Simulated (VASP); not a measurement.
Input of a VASP 6.6.1 run:

The input INCAR:

```
SYSTEM = TiN
PREC = Accurate ; ENCUT = 520
EDIFF = 1E-6 ; ISMEAR = 0
SIGMA = 0.15 ; LREAL = .FALSE.
LASPH = .TRUE. ; NELM = 150
ALGO = Normal ; ISIF = 2
LWAVE = .FALSE. ; LCHARG = .TRUE.
ISPIN = 2 ; MAGMOM = 0.125 0
LORBIT = 11 ; NUPDOWN = 0.125
LMAXMIX = 4 ; GGA = PS
LELF = .TRUE. ; LVHAR = .TRUE.
NBANDS = 20
```

File KPOINTS:

```
regular mesh
0
G
  20 20 20
  0 0 0
```

POSCAR

```
TiN
1.0
    0.0000000000      2.0443429201      2.0443429201
    2.0443429201      0.0000000000      2.0443429201
    2.0443429201      2.0443429201      0.0000000000
Ti N
1 1
Direct
    0.0000000000      0.0000000000      0.0000000000
    0.5000000000      0.5000000000      0.5000000000
```

Potentials or basis: VASP PAW PBE potentials, release 64 (Ti_sv, N).

Command:

```bash
$ cat potpaw_PBE.64/Ti_sv/POTCAR potpaw_PBE.64/N/POTCAR > POTCAR
$ mpirun -np 1 vasp_std > vasp.out
```

(1) Estimate the pressure.

Results:

(1) 30.5 GPa.

Caveat: the cell stands under pressure; the PAW data sets were made with another functional, which shifts forces and pressure a little; the total moment is fixed, so each spin has its own Fermi level and the state may be an excited one.
